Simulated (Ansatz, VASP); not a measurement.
**One calculation of FeSi, two programs**

```
CELL_PARAMETERS angstrom
4.40305 0.00000 0.00000
0.00000 4.40305 0.00000
0.00000 0.00000 4.40305
ATOMIC_POSITIONS crystal
Fe 0.13666 0.13666 0.13666
Fe 0.36334 0.86334 0.63666
Fe 0.63666 0.36334 0.86334
Fe 0.86334 0.63666 0.36334
Si 0.84113 0.84113 0.84113
Si 0.65887 0.15887 0.34113
Si 0.34113 0.65887 0.15887
Si 0.15887 0.34113 0.65887
```

Alike in both runs: task single point; functional PBE; k mesh 6 × 6 × 6; occupations fermi-dirac, width 0.02 eV; no spin polarisation.

|  | VASP | Ansatz |
| --- | --- | --- |
| version | VASP 6.6.1 | Ansatz 0.2.0 |
| potentials or method | VASP PAW PBE potentials, release 64 (Fe, Si) | plane waves, PAW |
| plane-wave cutoff (eV) | 520 | 420 |
| valence electrons in the cell | 48 | 80 |

VASP gave:

```
pressure (GPa)                     : 7.5
rms of the force components (eV/Å) : 0.043
```

Question: Estimate Ansatz's values.

Answer: Pressure (GPa): 7.3; rms of the force components (eV/Å): 0.028.

Atom by atom the forces differ by 0.015 eV/Å (rms over components). VASP's potentials hold 48 valence electrons a cell and Ansatz's 80, so a difference there can come from the potentials and not from the codes.
